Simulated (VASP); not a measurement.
GaSbTeSe2, 5 atoms in the cell. The structure is hexagonal, space group P-6m2 (No. 187). Conventional cell: a = 5.180 Å, b = 5.180 Å, c = 10.133 Å, α = 90.00°, β = 90.00°, γ = 120.00°. Within 3.0 Å of Ga (site symmetry -6m2) lie 2 Se at 2.24 Å. Sb (site symmetry -6m2) has 2 Se at 2.83 Å and 3 Te at 2.99 Å within 3.7 Å. Within 3.9 Å of Te (site symmetry -6m2) lie 3 Sb at 2.99 Å. Within 3.0 Å of Se (site symmetry 3m) lie 1 Ga at 2.24 Å and 1 Sb at 2.83 Å. 

| Property | Result |
| --- | --- |
| Program | VASP 6.6.1 |
| Task | single point |
| Functional | PBE |
| Potentials or basis | VASP PAW PBE potentials, release 64 (Ga_d, Sb, Te, Se) |
| Cutoff | 520 eV |
| k mesh | 12 × 12 × 4 |
| Occupations | gaussian, width 0.1 eV |
| Spin | no spin polarisation |
| Dipole correction | no |
| Further INCAR settings | ALGO = Normal; EDIFF = 1e-07; NBANDS = 26 |

Potentials or basis: VASP PAW PBE potentials, release 64 (Ga_d, Sb, Te, Se).

The run is started by

```console
$ cat potpaw_PBE.64/Ga_d/POTCAR potpaw_PBE.64/Sb/POTCAR potpaw_PBE.64/Te/POTCAR potpaw_PBE.64/Se/POTCAR > POTCAR
$ mpirun -np 1 vasp_std > vasp.out
```

Hardware: 1 thread of Intel(R) Xeon(R) 6975P-C (Granite Rapids), on a shared host.

**Question.** Estimate the wall time of this run.

**Answer.** It took 3.4 min on 1 thread of Intel(R) Xeon(R) 6975P-C (Granite Rapids) (shared host), peak memory 0.62 GiB. Counts: scf iterations 18, k points 57.
